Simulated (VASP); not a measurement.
# BP (F-43m) in VASP: a series of runs

Runs on BP. Level: PBEsol. Tasks: single point.

Program: VASP 6.6.1. These are calculated values, not measurements. Logs are shortened: lines on timing, memory, paths and dates and some standing lists are left out, and cuts for length are marked.

### 1 The cell of the first run

The structure is cubic, space group F-43m (No. 216). The conventional cell has a = 4.463 Å, b = 4.463 Å, c = 4.463 Å, α = 90.00°, β = 90.00°, γ = 90.00°. Within 2.6 Å of B (site symmetry -43m) lie 4 P at 1.93 Å. P (site symmetry -43m) has 4 B at 1.93 Å within 2.6 Å.

### 2 Single point, PBEsol

INCAR

```
ALGO = Normal ; EDIFF = 1E-7
ENCUT = 520 ; GGA = PS
ISIF = 2 ; ISMEAR = 0
LASPH = True ; LCHARG = False
LREAL = False ; LWAVE = False
NBANDS = 11 ; NELM = 100
PREC = Accurate ; SIGMA = 0.01
```

KPOINTS

```
k-points
0
Gamma
  8 8 8
```

POSCAR

```
BP
1.0
    2.2315719760      2.2315719760      0.0000000000
   -2.2315719760      2.2315719760      0.0000000000
    0.0000000000      2.2315719760      2.2315719760
B P
1 1
Direct
    0.0000000000      0.0000000000      0.0000000000
    0.7500000000      0.2500000000      0.5000000000
```

Potentials or basis: VASP PAW PBE potentials, release 64 (B, P).

Launch:

```console
$ cat potpaw_PBE.64/B/POTCAR potpaw_PBE.64/P/POTCAR > POTCAR
$ mpirun -np 1 vasp_std > vasp.out
```

OUTCAR:

```text
EDIFF = 1E-7
   ENCUT = 520
   GGA = PS
   ISIF = 2
   ISMEAR = 0
   LASPH = True
   LREAL = False
   NELM = 100
   PREC = Accurate

 ion  position               nearest neighbor table
   1  0.000  0.000  0.000-   2 1.93   2 1.93   2 1.93   2 1.93
   2  0.750  0.250  0.500-   1 1.93   1 1.93   1 1.93   1 1.93

  LATTYP: Found a face centered cubic cell.
 ALAT       =     4.4631439520

  Lattice vectors:

 A1 = (   0.0000000000,   2.2315719760,   2.2315719760)
 A2 = (   2.2315719760,   0.0000000000,   2.2315719760)
 A3 = (   2.2315719760,   2.2315719760,   0.0000000000)

Analysis of symmetry for initial positions (statically):
=====================================================================
 Subroutine PRICEL returns:
 Original cell was already a primitive cell.

 Routine SETGRP: Setting up the symmetry group for a
 face centered cubic supercell.

 Subroutine GETGRP returns: Found 24 space group operations
 (whereof 24 operations were pure point group operations)
 out of a pool of 48 trial point group operations.

The static configuration has the point symmetry T_d .

Analysis of symmetry for dynamics (positions and initial velocities):
=====================================================================
 Subroutine PRICEL returns:
 Original cell was already a primitive cell.

 Routine SETGRP: Setting up the symmetry group for a
 face centered cubic supercell.

 Subroutine GETGRP returns: Found 24 space group operations
 (whereof 24 operations were pure point group operations)
 out of a pool of 48 trial point group operations.

The dynamic configuration has the point symmetry T_d .

 Subroutine INISYM returns: Found 24 space group operations
 (whereof 24 operations are pure point group operations),
 and found     1 'primitive' translations

----------------------------------------------------------------------------------------

                                     Primitive cell

  volume of cell :      22.2261

  direct lattice vectors                    reciprocal lattice vectors
     2.231571976  2.231571976  0.000000000     0.224057304  0.224057304 -0.224057304
    -2.231571976  2.231571976  0.000000000    -0.224057304  0.224057304 -0.224057304
     0.000000000  2.231571976  2.231571976     0.000000000  0.000000000  0.448114607

  length of vectors
     3.155919354  3.155919354  3.155919354     0.388078634  0.388078634  0.448114607

  position of ions in fractional coordinates (direct lattice)
     0.000000000  0.000000000  0.000000000
     0.750000000  0.250000000  0.500000000

  ion indices of the primitive-cell ions
   primitive index   ion index
                 1           1
                 2           2

----------------------------------------------------------------------------------------

 KPOINTS: k-points

Automatic generation of k-mesh.
 Grid dimensions read from file:
 generate k-points for:    8    8    8

 Generating k-lattice:

  Cartesian coordinates                     Fractional coordinates (reciprocal lattice)
     0.028007163  0.028007163 -0.028007163     0.125000000  0.000000000  0.000000000
    -0.028007163  0.028007163 -0.028007163     0.000000000  0.125000000  0.000000000
     0.000000000  0.000000000  0.056014326     0.000000000  0.000000000  0.125000000

  Length of vectors
     0.048509829  0.048509829  0.056014326

  Shift w.r.t. Gamma in fractional coordinates (k-lattice)
     0.000000000  0.000000000  0.000000000

 Subroutine IBZKPT returns following result:
 ===========================================

 Found     29 irreducible k-points:

 Following reciprocal coordinates:
            Coordinates               Weight
  0.000000  0.000000  0.000000      1.000000
  0.125000  0.000000  0.000000      8.000000
  0.250000  0.000000  0.000000      8.000000
  0.375000  0.000000  0.000000      8.000000
  0.500000  0.000000  0.000000      4.000000
  0.125000  0.125000  0.000000     12.000000
[... 16 lines left out ...]
  0.375000  0.250000  0.125000     48.000000
  0.500000  0.250000  0.125000     24.000000
 [... further k-points ...]
   k-points           NKPTS =     29   k-points in BZ     NKDIM =     29   number of bands    NBANDS=     11
   number of dos      NEDOS =    301   number of ions     NIONS =      2
   total plane-waves  NPLWV =  13824
   dimension x,y,z NGX =    24 NGY =   24 NGZ =   24
   dimension x,y,z NGXF=    48 NGYF=   48 NGZF=   48
   ions per type =               1   1
   NGX,Y,Z   is equivalent  to a cutoff of  12.64, 12.64, 12.64 a.u.
   NGXF,Y,Z  is equivalent  to a cutoff of  25.29, 25.29, 25.29 a.u.
 SYSTEM =  unknown system
   PREC   = accura    normal or accurate (medium, high low for compatibility)
   ISTART =      0    job   : 0-new  1-cont  2-samecut
   ICHARG =      2    charge: 1-file 2-atom 10-const
   ISPIN  =      1    spin polarized calculation?
   LNONCOLLINEAR =      F non collinear calculations
   LSORBIT =      F    spin-orbit coupling
   LASPH  =      T    aspherical Exc in radial PAW
   ENCUT  =  520.0 eV  38.22 Ry    6.18 a.u.   5.87  5.87  5.87*2*pi/ulx,y,z
   NELM   =    100;   NELMIN=  2; NELMDL= -5     # of ELM steps
   EDIFF  = 0.1E-06   stopping-criterion for ELM
   LREAL  =      F    real-space projection
   EDIFFG = 0.1E-05   stopping-criterion for IOM
   NSW    =      0    number of steps for IOM
   IBRION =     -1    ionic relax: 0-MD 1-quasi-New 2-CG
   NFREE  =      0    steps in history (QN), initial steepest desc. (CG)
   ISIF   =      2    stress and relaxation
   ISYM   =      2    0-nonsym 1-usesym 2-fastsym
   POTIM  = 0.5000    time-step for ionic-motion
   TEBEG  =    0.0;   TEEND  =   0.0 temperature during run
   PSTRESS=    0.0 pullay stress
   NELECT =       8.0000    total number of electrons
   NUPDOWN=      -1.0000    fix difference up-down
   EMIN   =  10.00;   EMAX   =-10.00  energy-range for DOS
   EFERMI =   0.00;   METHOD = LEGACY
   ISMEAR =     0;   SIGMA  =   0.01  broadening in eV -4-tet -1-fermi 0-gaus
   EFERMI_NEDOS =   21; number of points for ismear=-14 and -15
   IALGO  =     38    algorithm
   IMIX   =      4    mixing-type and parameters
     AMIX     =   0.40;   BMIX     =  1.00
     AMIX_MAG =   1.60;   BMIX_MAG =  1.00
  volume/ion in A,a.u.               =      11.11        74.99
  Fermi-wavevector in a.u.,A,eV,Ry     =   1.164530  2.200642 18.451263  1.356130
  Thomas-Fermi vector in A             =   2.301067
   LORBIT       =      0    0 simple, 1 ext, 2 COOP (PROOUT), +10 PAW based schemes
   GGA     = PS    functional components
   LHFCALC =     F    Hartree Fock is set to
   AEXX    =    0.0000 exact exchange contribution
   IVDW    =     0    specifies the selected vdW correction
   LEPSILON=     F    determine dielectric tensor
   LRPA    =     F    only Hartree local field effects (RPA)
 non-spin polarized calculation
 Gauss-broadening in eV      SIGMA  =   0.01
  energy-cutoff  :      520.00
  volume of cell :       22.23
 maximum number of plane-waves:       610
   NGX = 11   NGY = 11   NGZ = 11

 number of electron       8.0000001 magnetization

 Free energy of the ion-electron system (eV)
  ---------------------------------------------------
  ext. energy  EPLUGINS =         0.00000000
  ---------------------------------------------------
  free energy    TOTEN  =       -13.65237180 eV

  energy without entropy =      -13.65237180  energy(sigma->0) =      -13.65237180

 E-fermi :   8.0786     XC(G=0): -11.2567

 val. band max:        8.0062650780   @ k =   0.0000   0.0000   0.0000
 cond. band min:       9.1107573246   @ k =  -0.3750   0.3750   0.0000
 fundamental gap:      1.1044922467
 Fermi energy:         8.0785913057

 k-point     1 :       0.0000    0.0000    0.0000
  band No.  band energies     occupation
      1      -7.9444      2.00000
      2       8.0063      2.00000
      3       8.0063      2.00000
      4       8.0063      2.00000
      5      11.4414      0.00000
      6      11.4414      0.00000
      7      11.4414      0.00000
      8      16.1153      0.00000
      9      19.6013      0.00000
     10      20.2767      0.00000
     11      20.2767      0.00000

 k-point     2 :       0.1250    0.0000    0.0000
  band No.  band energies     occupation
      1      -7.6507      2.00000
      2       6.0822      2.00000
      3       7.5550      2.00000
      4       7.5550      2.00000
      5      12.0452      0.00000
      6      12.0637      0.00000
      7      12.0637      0.00000
      8      16.8088      0.00000
      9      19.2835      0.00000
     10      19.2835      0.00000
     11      20.4894      0.00000

 k-point     3 :       0.2500    0.0000    0.0000
  band No.  band energies     occupation
      1      -6.7868      2.00000
      2       2.9736      2.00000
      3       6.8384      2.00000
      4       6.8384      2.00000
      5      12.2033      0.00000
      6      12.8335      0.00000
      7      12.8335      0.00000
      8      17.9681      0.00000
      9      19.0219      0.00000
     10      19.0219      0.00000
     11      21.2626      0.00000

 k-point     4 :       0.3750    0.0000    0.0000
  band No.  band energies     occupation
      1      -5.4507      2.00000
      2       0.1204      2.00000
      3       6.3470      2.00000
      4       6.3470      2.00000
      5      12.0970      0.00000
      6      12.8242      0.00000
      7      12.8242      0.00000
      8      18.2136      0.00000
      9      20.8076      0.00000
     10      20.8076      0.00000
     11      22.1928      0.00000

 k-point     5 :       0.5000    0.0000    0.0000
  band No.  band energies     occupation
      1      -4.3995      2.00000
      2      -1.4552      2.00000
      3       6.1796      2.00000
      4       6.1796      2.00000
      5      12.0422      0.00000
      6      12.6879      0.00000
      7      12.6879      0.00000
      8      18.1029      0.00000
      9      22.9306      0.00000
     10      22.9306      0.00000
     11      23.1450      0.00000
[... 211 lines left out ...]
 k-point    21 :       0.5000    0.5000    0.0000
  band No.  band energies     occupation
      1      -2.8023      2.00000
      2      -0.8540      2.00000
      3       3.6787      2.00000
      4       3.6787      2.00000
      5       9.1330      0.00000
      6       9.4784      0.00000
      7      20.5733      0.00000
      8      20.5733      0.00000
      9      23.7525      0.00000
     10      25.1123      0.00000
     11      26.4598      0.00000

 k-point    22 :       0.2500    0.2500    0.1250
  band No.  band energies     occupation
      1      -6.0284      2.00000
      2       2.9611      2.00000
      3       3.9920      2.00000
      4       5.9413      2.00000
      5      11.4465      0.00000
      6      13.9911      0.00000
      7      14.3948      0.00000
      8      15.7552      0.00000
      9      19.8849      0.00000
     10      22.1824      0.00000
     11      24.1274      0.00000

 k-point    23 :       0.3750    0.2500    0.1250
  band No.  band energies     occupation
      1      -4.7226      2.00000
      2       0.6552      2.00000
      3       3.3556      2.00000
      4       5.1093      2.00000
      5      12.0572      0.00000
      6      13.5610      0.00000
      7      15.4939      0.00000
      8      16.5702      0.00000
      9      20.7150      0.00000
     10      21.6847      0.00000
     11      25.4112      0.00000

 k-point    24 :       0.5000    0.2500    0.1250
  band No.  band energies     occupation
      1      -3.7072      2.00000
      2      -0.8114      2.00000
      3       3.2938      2.00000
      4       4.7078      2.00000
      5      12.1063      0.00000
      6      13.3145      0.00000
      7      16.6036      0.00000
      8      18.0434      0.00000
      9      18.6060      0.00000
     10      22.7203      0.00000
     11      25.0804      0.00000

 [... further k-points ...]
[... 5 lines left out ...]
  --------------------------------------------------------------------------------------
  -------------------------------------------------------------------------------------
  Total        0.9792627      0.9792627      0.9792627      0.0000000      0.0000000     -0.0000000
  in kB       70.5906388     70.5906388     70.5906388      0.0000000      0.0000000     -0.0000000
  external PRESSURE =      70.5906388 kB  Pullay stress =       0.0000000 kB

 VOLUME and BASIS-vectors are now :
 -----------------------------------------------------------------------------
  energy-cutoff  :      520.00
  volume of cell :       22.23
      direct lattice vectors                 reciprocal lattice vectors
     2.231571976  2.231571976  0.000000000     0.224057304  0.224057304 -0.224057304
    -2.231571976  2.231571976  0.000000000    -0.224057304  0.224057304 -0.224057304
     0.000000000  2.231571976  2.231571976     0.000000000  0.000000000  0.448114607

 POSITION                                       TOTAL-FORCE (eV/Angst)
 -----------------------------------------------------------------------------------
      0.00000      0.00000      0.00000        -0.000000     -0.000000     -0.000000
      1.11579      3.34736      1.11579         0.000000      0.000000      0.000000
 -----------------------------------------------------------------------------------
    total drift:                                0.000000      0.000000     -0.000000

  FREE ENERGIE OF THE ION-ELECTRON SYSTEM (eV)
  ---------------------------------------------------
  free  energy   TOTEN  =       -13.6523718026 eV

  energy  without entropy=      -13.6523718026  energy(sigma->0) =      -13.65237180
```

Wall time 3.5 s (1 thread of Intel Xeon Platinum 8488C (Sapphire Rapids), shared host); peak memory 0.13 GiB.

Results:

- Free energy: -13.6524 eV
- Pressure: 7.1 GPa
- Band gap on the k mesh: 1.10 eV, indirect (least direct gap 3.44 eV)

Levels at points of the mesh, in eV from the valence-band top:
```csv
k point,band 1,band 2,band 3,band 4,band 5,band 6,band 7,band 8
"(0.00, 0.00, 0.00)",-15.95,0.00,0.00,0.00,3.44,3.44,3.44,8.11
"(0.50, 0.00, 0.00)",-12.41,-9.46,-1.83,-1.83,4.04,4.68,4.68,10.10
"(0.50, 0.50, 0.00)",-10.81,-8.86,-4.33,-4.33,1.13,1.47,12.57,12.57
```

Caveat: the PAW data sets were made with another functional, which shifts forces and pressure a little. A k mesh can miss the band edges.

### 3 Single point, PBEsol

This run uses another cell than the first one, of 10.95 Å³/atom, 0.985 times its volume.

INCAR

```
ALGO = Normal ; EDIFF = 1E-6
ENCUT = 520 ; GGA = PS
ISIF = 2 ; ISMEAR = 0
LASPH = True ; LCHARG = False
LREAL = False ; LWAVE = False
NBANDS = 11 ; NELM = 80
PREC = Accurate ; SIGMA = 0.01
```

KPOINTS is that of step 2.

POSCAR

```
BP
1.0
    2.2203107977      2.2203107977      0.0000000000
   -2.2203107977      2.2203107977      0.0000000000
    0.0000000000      2.2203107977      2.2203107977
B P
1 1
Direct
    0.0000000000      0.0000000000      0.0000000000
    0.7500000000      0.2500000000      0.5000000000
```

Potentials or basis: VASP PAW PBE potentials, release 64 (B, P).

Launch:

```console
$ cat potpaw_PBE.64/B/POTCAR potpaw_PBE.64/P/POTCAR > POTCAR
$ mpirun -np 1 vasp_std > vasp.out
```

It took 3.5 s on 1 thread of Intel Xeon Platinum 8488C (Sapphire Rapids), shared host; peak memory 0.13 GiB.

It converged, with:

```yaml
Free_energy: -13.6343 eV
Pressure: 10.1 GPa
Band_gap_on_the_k_mesh: 1.09 eV, indirect (least direct gap 3.46 eV)
```

Levels at points of the mesh, in eV from the valence-band top:
| k point | band 2 | band 3 | band 4 | band 5 | band 6 | band 7 |
| --- | --- | --- | --- | --- | --- | --- |
| (0.00, 0.00, 0.00) | 0.00 | 0.00 | 0.00 | 3.46 | 3.46 | 3.46 |
| (0.50, 0.00, 0.00) | -9.57 | -1.84 | -1.84 | 4.13 | 4.69 | 4.69 |
| (0.50, 0.50, 0.00) | -8.94 | -4.38 | -4.38 | 1.10 | 1.46 | 12.71 |

Caveat: the PAW data sets were made with another functional, which shifts forces and pressure a little. A k mesh can miss the band edges.
